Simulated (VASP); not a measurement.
# Ge (R-3m) in VASP: a series of runs, part 2 of 2

VASP 6.6.1.

## Step 5: Single point, LDA

Contents of INCAR:

```
SYSTEM = Ge
  PREC = Accurate
  ENCUT = 520
  EDIFF = 1E-6
  ISMEAR = 0
  SIGMA = 0.01
  LREAL = .FALSE.
  LASPH = .TRUE.
  NELM = 100
  ALGO = Normal
  ISIF = 2
  LWAVE = .FALSE.
  LCHARG = .FALSE.
  GGA = CA
  NBANDS = 21
```

Contents of KPOINTS:

```
Automatic mesh
0
G
  12 12 12
  0 0 0
```

Contents of POSCAR:

```
Ge
1.0
   -0.0266301249      2.8123383186      2.8123383186
    2.8123383186     -0.0266301249      2.8123383186
    2.8123383186      2.8123383186     -0.0266301249
Ge
2
Direct
   -0.0006835805     -0.0006835805     -0.0006835805
    0.2506835805      0.2506835805      0.2506835805
```

Potentials or basis: VASP PAW LDA potentials, release 64 (Ge_d).

Command:

```bash
cat potpaw_LDA.64/Ge_d/POTCAR > POTCAR
mpirun -np 1 vasp_std > vasp.out
```

OUTCAR:

```text
SYSTEM = Ge
   PREC = Accurate
   ENCUT = 520
   EDIFF = 1E-6
   ISMEAR = 0
   LREAL = .FALSE.
   LASPH = .TRUE.
   NELM = 100
   ISIF = 2
   GGA = CA

 ion  position               nearest neighbor table
   1  0.999  0.999  0.999-   2 2.44   2 2.45   2 2.45   2 2.45
   2  0.251  0.251  0.251-   1 2.44   1 2.45   1 2.45   1 2.45

  LATTYP: Found a trigonal (rhomboedric) cell.
 ALAT       =     3.9773361437
 COS(alpha) =     0.4905089767

  Lattice vectors:

 A1 = (  -0.0266301249,   2.8123383186,   2.8123383186)
 A2 = (   2.8123383186,  -0.0266301249,   2.8123383186)
 A3 = (   2.8123383186,   2.8123383186,  -0.0266301249)

Analysis of symmetry for initial positions (statically):
=====================================================================
 Subroutine PRICEL returns:
 Original cell was already a primitive cell.

 Routine SETGRP: Setting up the symmetry group for a
 trigonal (rhombohedral) supercell.

 Subroutine GETGRP returns: Found 12 space group operations
 (whereof  6 operations were pure point group operations)
[... 163 lines left out ...]
  free energy    TOTEN  =       -10.38707843 eV

  energy without entropy =      -10.38707189  energy(sigma->0) =      -10.38707516

 E-fermi :   4.7154     XC(G=0): -10.3052

 val. band max:        4.7153924752   @ k =   0.0000   0.0000   0.0000
 cond. band min:       4.7468350045   @ k =   0.4167   0.4167   0.4167
 fundamental gap:      0.0314425293
 Fermi energy:         4.7153925683

 k-point     1 :       0.0000    0.0000    0.0000
  band No.  band energies     occupation
      1     -20.1935      2.00000
      2     -20.1834      2.00000
      3     -20.1834      2.00000
      4     -20.1497      2.00000
      5     -20.1497      2.00000
      6     -19.9415      2.00000
[... 565 lines left out ...]
     20      14.4860      0.00000
     21      14.9947      0.00000

 [... further k-points ...]

------------------------ aborting loop because EDIFF is reached ----------------------------------------

  FORCE on cell =-STRESS in cart. coord.  units (eV):
  Direction    XX          YY          ZZ          XY          YZ          ZX
  --------------------------------------------------------------------------------------
  -------------------------------------------------------------------------------------
  Total       -0.2561711     -0.2561711     -0.2561711      0.1538531      0.1538531      0.1538531
  in kB       -9.0966822     -9.0966822     -9.0966822      5.4633521      5.4633521      5.4633521
  external PRESSURE =      -9.0966822 kB  Pullay stress =       0.0000000 kB

 VOLUME and BASIS-vectors are now :
 -----------------------------------------------------------------------------
  energy-cutoff  :      520.00
  volume of cell :       45.12
      direct lattice vectors                 reciprocal lattice vectors
    -0.026630125  2.812338319  2.812338319    -0.175282498  0.176958120  0.176958120
     2.812338319 -0.026630125  2.812338319     0.176958120 -0.175282498  0.176958120
     2.812338319  2.812338319 -0.026630125     0.176958120  0.176958120 -0.175282498

 POSITION                                       TOTAL-FORCE (eV/Angst)
 -----------------------------------------------------------------------------------
      5.59422      5.59422      5.59422         0.005818      0.005818      0.005818
      1.40334      1.40334      1.40334        -0.005818     -0.005818     -0.005818
 -----------------------------------------------------------------------------------
    total drift:                                0.000000      0.000000      0.000000

  FREE ENERGIE OF THE ION-ELECTRON SYSTEM (eV)
  ---------------------------------------------------
  free  energy   TOTEN  =       -10.3870784253 eV

  energy  without entropy=      -10.3870718943  energy(sigma->0) =      -10.38707516
```

OSZICAR:

```text
N       E                     dE             d eps       ncg     rms          rms(c)
DAV:   1     0.189928172012E+03    0.18993E+03   -0.14615E+04  8864   0.358E+03
DAV:   2     0.172698902043E+02   -0.17266E+03   -0.16747E+03  7973   0.626E+02
DAV:   3    -0.965582916978E+01   -0.26926E+02   -0.26765E+02  9113   0.143E+02
DAV:   4    -0.105482105086E+02   -0.89238E+00   -0.89200E+00  8973   0.304E+01
DAV:   5    -0.105628676253E+02   -0.14657E-01   -0.14657E-01  9018   0.428E+00    0.329E+00
DAV:   6    -0.104455236189E+02    0.11734E+00   -0.36288E-02  8893   0.161E+00    0.189E+00
DAV:   7    -0.103863685567E+02    0.59155E-01   -0.74084E-02  8517   0.200E+00    0.140E-01
DAV:   8    -0.103870532897E+02   -0.68473E-03   -0.57736E-03  9128   0.868E-01    0.465E-02
DAV:   9    -0.103870813713E+02   -0.28082E-04   -0.10524E-04 10301   0.124E-01    0.144E-02
DAV:  10    -0.103870786646E+02    0.27067E-05   -0.10614E-05 11257   0.412E-02    0.432E-03
DAV:  11    -0.103870784253E+02    0.23932E-06   -0.11855E-06  6971   0.821E-03
   1 F= -.10387078E+02 E0= -.10387075E+02  d E =-.653099E-05
```

It took 3.3 min on 1 thread of Intel Xeon 8259CL, shared host; peak memory 0.26 GiB.

Results:

* Free energy: -10.3871 eV
* Pressure: -0.9 GPa
* Largest force: 0.010 eV/Å
* Band gap on the k mesh: zero (bands 14 and 15 overlap by 0.03 eV)

Forces on the atoms (eV/Å):
```
Ge   0.006  0.006  0.006
Ge  -0.006 -0.006 -0.006
```

Levels at points of the mesh, in eV from the Fermi level:
| k point | band 10 | band 11 | band 12 | band 13 | band 14 | band 15 | band 16 | band 17 | band 18 | band 19 |
| --- | --- | --- | --- | --- | --- | --- | --- | --- | --- | --- |
| (0.00, 0.00, 0.00) | -24.64 | -12.79 | -0.08 | 0.00 | 0.00 | 0.13 | 2.53 | 2.53 | 2.67 | 6.26 |
| (0.50, 0.00, 0.00) | -24.61 | -10.71 | -7.62 | -1.37 | -1.31 | 0.17 | 3.76 | 3.81 | 7.05 | 10.40 |
| (0.50, 0.50, 0.00) | -24.60 | -8.92 | -8.87 | -3.10 | -2.99 | 0.63 | 0.78 | 9.43 | 9.50 | 11.49 |
| (0.50, 0.50, 0.50) | -24.62 | -10.63 | -7.59 | -1.44 | -1.44 | -0.03 | 3.70 | 3.70 | 6.92 | 10.53 |

Caveat: semilocal functionals underestimate gaps, and a narrow one can read as zero.

## Step 6: Overview

| cell | smearing | gap on the mesh (eV) | pressure (GPa) |
| --- | --- | --- | --- |
| a = 3.973 Å, angles 60.7°, 2 atoms, atomic positions A | gaussian 0.1 eV | none | -0.8 |
| a = 3.977 Å, angles 60.6°, 2 atoms, atomic positions B | gaussian 0.1 eV | none | -0.9 |
| a = 3.977 Å, angles 60.6°, 2 atoms, atomic positions B | gaussian 0.01 eV | none | -0.9 |

Alike in all rows: task single point; level LDA; potentials or basis VASP PAW LDA potentials, release 64 (Ge_d); no spin polarisation; k mesh 12 × 12 × 12; cutoff (eV) 520.

Caveats: semilocal functionals underestimate gaps, and a narrow one can read as zero.

Total energies depend on the potentials used, so only differences within one code and one set of settings carry meaning.

The gap in the log of VASP goes by the Fermi energy; the results here count the filled bands.